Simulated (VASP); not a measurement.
# MoS2 (P6_3/mmc) in VASP: notebook

Aim: see how the results for MoS2 move with the level of theory and the settings. Levels: RPBE+D3(BJ), PBE+D3(BJ). Tasks: single point.

All numbers are computed with VASP 6.6.1; they aren't measurements. Logs are shortened: lines on timing, memory, paths and dates and some standing lists are left out, and cuts for length are marked.

## 1. The cell of the first run

Symmetry: P6_3/mmc, No. 194, hexagonal system. The conventional cell has a = 3.104 Å, b = 3.104 Å, c = 12.072 Å, α = 90.00°, β = 90.00°, γ = 120.00°. Within 3.1 Å of Mo (site symmetry -6m2) lie 6 S at 2.36 Å. S (site symmetry 3m) has 3 Mo at 2.36 Å and 1 S at 3.07 Å within 3.1 Å.

## 2. Single point, RPBE+D3(BJ)

The input, INCAR:

```
PREC = Accurate
ENCUT = 520
EDIFF = 1E-6
ISMEAR = -1
SIGMA = 0.05
LREAL = F
LASPH = T
NELM = 80
ALGO = Normal
ISIF = 2
LWAVE = F
LCHARG = T
GGA = RP
IVDW = 12
LELF = T
LVHAR = T
NBANDS = 35
```

The input, KPOINTS:

```
Automatic mesh
0
Gamma
  10 10 3
```

The input, POSCAR:

```
MoS2
1.0
    3.1043083785      0.0000000000      0.0000000000
   -1.5521541893      2.6884099170      0.0000000000
    0.0000000000      0.0000000000     12.0724192038
Mo S
2 4
Direct
    0.6666666667      0.3333333333      0.7500000000
    0.3333333333      0.6666666667      0.2500000000
    0.6666666667      0.3333333333      0.3770000000
    0.3333333333      0.6666666667      0.8770000000
    0.6666666667      0.3333333333      0.1230000000
    0.3333333333      0.6666666667      0.6230000000
```

Potentials or basis: VASP PAW PBE potentials, release 64 (Mo_sv, S).

The run is started by

```console
cat potpaw_PBE.64/Mo_sv/POTCAR potpaw_PBE.64/S/POTCAR > POTCAR
mpirun -np 1 vasp_std > vasp.out
```

OUTCAR:

```text
PREC = Accurate
   ENCUT = 520
   EDIFF = 1E-6
   ISMEAR = -1
   LREAL = F
   LASPH = T
   NELM = 80
   ISIF = 2
   GGA = RP
   IVDW = 12
 IVDW          = 12

 ion  position               nearest neighbor table
   1  0.667  0.333  0.750-   4 2.36   6 2.36   4 2.36   6 2.36   4 2.36   6 2.36
   2  0.333  0.667  0.250-   3 2.36   5 2.36   3 2.36   5 2.36   3 2.36   5 2.36
   3  0.667  0.333  0.377-   2 2.36   2 2.36   2 2.36
   4  0.333  0.667  0.877-   1 2.36   1 2.36   1 2.36
   5  0.667  0.333  0.123-   2 2.36   2 2.36   2 2.36
   6  0.333  0.667  0.623-   1 2.36   1 2.36   1 2.36

  LATTYP: Found a hexagonal cell.
 ALAT       =     3.1043083785
 C/A-ratio  =     3.8889239508

  Lattice vectors:

 A1 = (   3.1043083785,   0.0000000000,   0.0000000000)
 A2 = (  -1.5521541893,   2.6884099170,   0.0000000000)
 A3 = (   0.0000000000,   0.0000000000,  12.0724192038)

Analysis of symmetry for initial positions (statically):
=====================================================================
 Subroutine PRICEL returns:
 Original cell was already a primitive cell.

 Routine SETGRP: Setting up the symmetry group for a
 hexagonal supercell.

 Subroutine GETGRP returns: Found 24 space group operations
 (whereof 12 operations were pure point group operations)
 out of a pool of 24 trial point group operations.

The static configuration has the point symmetry D_3d.
 The point group associated with its full space group is D_6h.

Analysis of symmetry for dynamics (positions and initial velocities):
=====================================================================
 Subroutine PRICEL returns:
 Original cell was already a primitive cell.

 Routine SETGRP: Setting up the symmetry group for a
 hexagonal supercell.

 Subroutine GETGRP returns: Found 24 space group operations
 (whereof 12 operations were pure point group operations)
 out of a pool of 24 trial point group operations.

The dynamic configuration has the point symmetry D_3d.
 The point group associated with its full space group is D_6h.

 Subroutine INISYM returns: Found 24 space group operations
 (whereof 12 operations are pure point group operations),
 and found     1 'primitive' translations

----------------------------------------------------------------------------------------

                                     Primitive cell

  volume of cell :     100.7522

  direct lattice vectors                    reciprocal lattice vectors
     3.104308378  0.000000000  0.000000000     0.322132945  0.185983542  0.000000000
    -1.552154189  2.688409917  0.000000000     0.000000000  0.371967085  0.000000000
     0.000000000  0.000000000 12.072419204     0.000000000  0.000000000  0.082833439

  length of vectors
     3.104308378  3.104308379 12.072419204     0.371967085  0.371967085  0.082833439

  position of ions in fractional coordinates (direct lattice)
     0.666666667  0.333333333  0.750000000
     0.333333333  0.666666667  0.250000000
     0.666666667  0.333333333  0.377000000
     0.333333333  0.666666667  0.877000000
     0.666666667  0.333333333  0.123000000
     0.333333333  0.666666667  0.623000000

  ion indices of the primitive-cell ions
   primitive index   ion index
                 1           1
                 2           2
                 3           3
                 4           4
                 5           5
                 6           6

----------------------------------------------------------------------------------------

 KPOINTS: Automatic mesh

Automatic generation of k-mesh.
 Grid dimensions read from file:
 generate k-points for:   10   10    3

 Generating k-lattice:

  Cartesian coordinates                     Fractional coordinates (reciprocal lattice)
     0.032213294  0.018598354  0.000000000     0.100000000 -0.000000000  0.000000000
     0.000000000  0.037196708  0.000000000     0.000000000  0.100000000  0.000000000
     0.000000000  0.000000000  0.027611146     0.000000000  0.000000000  0.333333333

  Length of vectors
     0.037196708  0.037196708  0.027611146

  Shift w.r.t. Gamma in fractional coordinates (k-lattice)
     0.000000000  0.000000000  0.000000000

 Subroutine IBZKPT returns following result:
 ===========================================

 Found     28 irreducible k-points:

 Following reciprocal coordinates:
            Coordinates               Weight
  0.000000  0.000000  0.000000      1.000000
  0.100000  0.000000  0.000000      6.000000
  0.200000  0.000000  0.000000      6.000000
  0.300000  0.000000  0.000000      6.000000
  0.400000  0.000000  0.000000      6.000000
  0.500000  0.000000  0.000000      3.000000
[... 16 lines left out ...]
  0.300000  0.100000  0.333333     24.000000
  0.400000  0.100000  0.333333     24.000000
 [... further k-points ...]
   k-points           NKPTS =     28   k-points in BZ     NKDIM =     28   number of bands    NBANDS=     35
   number of dos      NEDOS =    301   number of ions     NIONS =      6
   total plane-waves  NPLWV =  51840
   dimension x,y,z NGX =    24 NGY =   24 NGZ =   90
   dimension x,y,z NGXF=    48 NGYF=   48 NGZF=  180
   ions per type =               2   4
   NGX,Y,Z   is equivalent  to a cutoff of  12.85, 12.85, 12.39 a.u.
   NGXF,Y,Z  is equivalent  to a cutoff of  25.71, 25.71, 24.79 a.u.
 SYSTEM =  unknown system
   PREC   = accura    normal or accurate (medium, high low for compatibility)
   ISTART =      0    job   : 0-new  1-cont  2-samecut
   ICHARG =      2    charge: 1-file 2-atom 10-const
   ISPIN  =      1    spin polarized calculation?
   LNONCOLLINEAR =      F non collinear calculations
   LSORBIT =      F    spin-orbit coupling
   LASPH  =      T    aspherical Exc in radial PAW
   ENCUT  =  520.0 eV  38.22 Ry    6.18 a.u.   5.77  5.77 22.45*2*pi/ulx,y,z
   NELM   =     80;   NELMIN=  2; NELMDL= -5     # of ELM steps
   EDIFF  = 0.1E-05   stopping-criterion for ELM
   LREAL  =      F    real-space projection
   EDIFFG = 0.1E-04   stopping-criterion for IOM
   NSW    =      0    number of steps for IOM
   IBRION =     -1    ionic relax: 0-MD 1-quasi-New 2-CG
   NFREE  =      0    steps in history (QN), initial steepest desc. (CG)
   ISIF   =      2    stress and relaxation
   ISYM   =      2    0-nonsym 1-usesym 2-fastsym
   POTIM  = 0.5000    time-step for ionic-motion
   TEBEG  =    0.0;   TEEND  =   0.0 temperature during run
   PSTRESS=    0.0 pullay stress
   NELECT =      52.0000    total number of electrons
   NUPDOWN=      -1.0000    fix difference up-down
   EMIN   =  10.00;   EMAX   =-10.00  energy-range for DOS
   EFERMI =   0.00;   METHOD = LEGACY
   ISMEAR =    -1;   SIGMA  =   0.05  broadening in eV -4-tet -1-fermi 0-gaus
   EFERMI_NEDOS =   21; number of points for ismear=-14 and -15
   IALGO  =     38    algorithm
   IMIX   =      4    mixing-type and parameters
     AMIX     =   0.40;   BMIX     =  1.00
     AMIX_MAG =   1.60;   BMIX_MAG =  1.00
  volume/ion in A,a.u.               =      16.79       113.32
  Fermi-wavevector in a.u.,A,eV,Ry     =   1.313180  2.481551 23.462468  1.724443
  Thomas-Fermi vector in A             =   2.443521
   LORBIT       =      0    0 simple, 1 ext, 2 COOP (PROOUT), +10 PAW based schemes
   GGA     = RP    functional components
   LHFCALC =     F    Hartree Fock is set to
   AEXX    =    0.0000 exact exchange contribution
   IVDW    =    12    specifies the selected vdW correction
   LEPSILON=     F    determine dielectric tensor
   LRPA    =     F    only Hartree local field effects (RPA)
 non-spin polarized calculation
  energy-cutoff  :      520.00
  volume of cell :      100.75
 maximum number of plane-waves:      2736
 NGX is ok and might be reduce to    24
   NGX = 11   NGY = 11   NGZ = 45

 number of electron      52.0000004 magnetization

 Free energy of the ion-electron system (eV)
  ---------------------------------------------------
  ext. energy  EPLUGINS =         0.00000000
  ---------------------------------------------------
  free energy    TOTEN  =       -40.61307805 eV

  energy without entropy =      -40.61307601  energy(sigma->0) =      -40.61307703

 E-fermi :   8.8594     XC(G=0): -10.9898

 val. band max:        8.4434887768   @ k =   0.0000   0.0000   0.0000
 cond. band min:       9.3729009655   @ k =   0.2000   0.2000   0.0000
 fundamental gap:      0.9294121886
 Fermi energy:         8.8593932027

 k-point     1 :       0.0000    0.0000    0.0000
  band No.  band energies     occupation
      1     -53.0784      2.00000
      2     -53.0784      2.00000
      3     -27.2889      2.00000
      4     -27.2888      2.00000
      5     -26.9977      2.00000
      6     -26.9977      2.00000
[... 27 lines left out ...]
     34      11.0789      0.00000
     35      14.2938      0.00000

 k-point     2 :       0.1000    0.0000    0.0000
  band No.  band energies     occupation
      1     -53.0733      2.00000
      2     -53.0733      2.00000
      3     -27.2792      2.00000
      4     -27.2791      2.00000
      5     -27.0461      2.00000
      6     -27.0460      2.00000
[... 27 lines left out ...]
     34      10.9796      0.00000
     35      15.0282      0.00000

 k-point     3 :       0.2000    0.0000    0.0000
  band No.  band energies     occupation
      1     -53.0601      2.00000
      2     -53.0601      2.00000
      3     -27.2536      2.00000
      4     -27.2535      2.00000
      5     -27.1710      2.00000
      6     -27.1710      2.00000
[... 27 lines left out ...]
     34      11.6147      0.00000
     35      16.1366      0.00000
[... 723 lines left out ...]
 k-point    23 :       0.3000    0.1000    0.3333
  band No.  band energies     occupation
      1     -53.0344      2.00000
      2     -53.0344      2.00000
      3     -27.3853      2.00000
      4     -27.3852      2.00000
      5     -27.2040      2.00000
      6     -27.2040      2.00000
[... 27 lines left out ...]
     34      12.5318      0.00000
     35      15.3903      0.00000

 k-point    24 :       0.4000    0.1000    0.3333
  band No.  band energies     occupation
      1     -53.0252      2.00000
      2     -53.0252      2.00000
      3     -27.4623      2.00000
      4     -27.4623      2.00000
      5     -27.1861      2.00000
      6     -27.1861      2.00000
[... 27 lines left out ...]
     34      12.4273      0.00000
     35      14.4919      0.00000

 [... further k-points ...]

------------------------ aborting loop because EDIFF is reached ----------------------------------------

 Edisp (eV)  -12.45102

 E8    (eV) :    -7.7104

  FORCE on cell =-STRESS in cart. coord.  units (eV):
  Direction    XX          YY          ZZ          XY          YZ          ZX
  --------------------------------------------------------------------------------------
  -------------------------------------------------------------------------------------
  Total      -5.99592    -5.99592     0.18483     0.00000    -0.00000     0.00000
  in kB     -95.34803   -95.34803     2.93927     0.00000    -0.00000     0.00000
  external pressure =      -62.59 kB  Pullay stress =        0.00 kB

 VOLUME and BASIS-vectors are now :
 -----------------------------------------------------------------------------
  energy-cutoff  :      520.00
  volume of cell :      100.75
      direct lattice vectors                 reciprocal lattice vectors
     3.104308378  0.000000000  0.000000000     0.322132945  0.185983542  0.000000000
    -1.552154189  2.688409917  0.000000000     0.000000000  0.371967085  0.000000000
     0.000000000  0.000000000 12.072419204     0.000000000  0.000000000  0.082833439

 POSITION                                       TOTAL-FORCE (eV/Angst)
 -----------------------------------------------------------------------------------
      1.55215      0.89614      9.05431         0.000000     -0.000000      0.000000
     -0.00000      1.79227      3.01810        -0.000000      0.000000      0.000000
      1.55215      0.89614      4.55130         0.000000      0.000000      0.548962
     -0.00000      1.79227     10.58751        -0.000000      0.000000      0.548962
      1.55215      0.89614      1.48491         0.000000     -0.000000     -0.548962
     -0.00000      1.79227      7.52112        -0.000000     -0.000000     -0.548962
 -----------------------------------------------------------------------------------
    total drift:                               -0.000000      0.000000     -0.000000

  FREE ENERGIE OF THE ION-ELECTRON SYSTEM (eV)
  ---------------------------------------------------
  free  energy   TOTEN  =       -53.0640969326 eV

  energy  without entropy=      -53.0640948882  energy(sigma->0) =      -53.06409591
```

Run time: 47 s. Hardware: 1 thread of AMD EPYC 9R45 (Zen 5), shared host; peak memory 0.23 GiB.

What came out:

- Free energy: -53.0641 eV
- Pressure: -6.3 GPa
- Largest force: 0.549 eV/Å
- Band gap on the k mesh: 0.93 eV, indirect (least direct gap 2.03 eV)
- Dispersion energy per atom: -2.075 eV

Forces on the atoms (eV/Å):
```
Mo   0.000  0.000  0.000
Mo   0.000  0.000  0.000
S    0.000  0.000  0.549
S    0.000  0.000  0.549
S    0.000  0.000 -0.549
S    0.000  0.000 -0.549
```

Caveat: the PAW data sets were made with another functional, which shifts forces and pressure a little.

## 3. Single point, PBE+D3(BJ)

This run uses another cell than the first one, of 17.15 Å³/atom, 1.021 times its volume.

The input, INCAR:

```
PREC     = Accurate       # precision mode
ENCUT    = 520            # plane-wave cutoff, eV
EDIFF    = 1E-7           # SCF threshold, eV
ISMEAR   = -1             # smearing method
SIGMA    = 0.05           # smearing width, eV
LREAL    = F              # projectors in reciprocal space
LASPH    = T              # aspherical terms in the spheres
NELM     = 80             # most SCF steps
ALGO     = Normal         # electronic algorithm
ISIF     = 2              # what is computed and relaxed
LWAVE    = F              # write WAVECAR
LCHARG   = F              # write CHGCAR
GGA      = PE             # functional
IVDW     = 12             # dispersion correction
NBANDS   = 35             # bands
```

KPOINTS is that of step 2.

Changes to POSCAR since step 2:

```diff
@@ -2,5 +2,5 @@
 1.0
-    3.1043083785      0.0000000000      0.0000000000
-   -1.5521541893      2.6884099170      0.0000000000
-    0.0000000000      0.0000000000     12.0724192038
+    3.1261704254      0.0000000000      0.0000000000
+   -1.5630852127      2.7073430050      0.0000000000
+    0.0000000000      0.0000000000     12.1574390416
 Mo S
```

Potentials or basis: VASP PAW PBE potentials, release 64 (Mo_sv, S).

The run is started by

```console
cat potpaw_PBE.64/Mo_sv/POTCAR potpaw_PBE.64/S/POTCAR > POTCAR
mpirun -np 1 vasp_std > vasp.out
```

Run time: 46 s. Hardware: 1 thread of AMD EPYC 9R45 (Zen 5), shared host; peak memory 0.23 GiB.

Results (log left out):

```
Free energy                : -46.1248 eV
Pressure                   : 4.4 GPa
Largest force              : 0.609 eV/Å
Band gap on the k mesh     : 0.90 eV, indirect (least direct gap 1.98 eV)
Dispersion energy per atom : -0.442 eV
```

Forces on the atoms (eV/Å):
```
Mo   0.000  0.000  0.000
Mo   0.000  0.000  0.000
S    0.000  0.000  0.609
S    0.000  0.000  0.609
S    0.000  0.000 -0.609
S    0.000  0.000 -0.609
```

Stress tensor (GPa, compression positive):
```
4.01 0.00 0.00
0.00 4.01 0.00
0.00 0.00 5.11
```

Levels at points of the mesh, in eV from the valence-band top:
```csv
k point,band 24,band 25,band 26,band 27,band 28,band 29
"(0.00, 0.00, 0.00)",-1.28,-1.22,0.00,2.16,2.16,2.19
"(0.50, 0.00, 0.00)",-1.57,-1.50,-1.37,1.68,1.73,2.08
```

A k mesh can miss the band edges. PBE gaps usually lie below the measured ones, often by a third to a half.
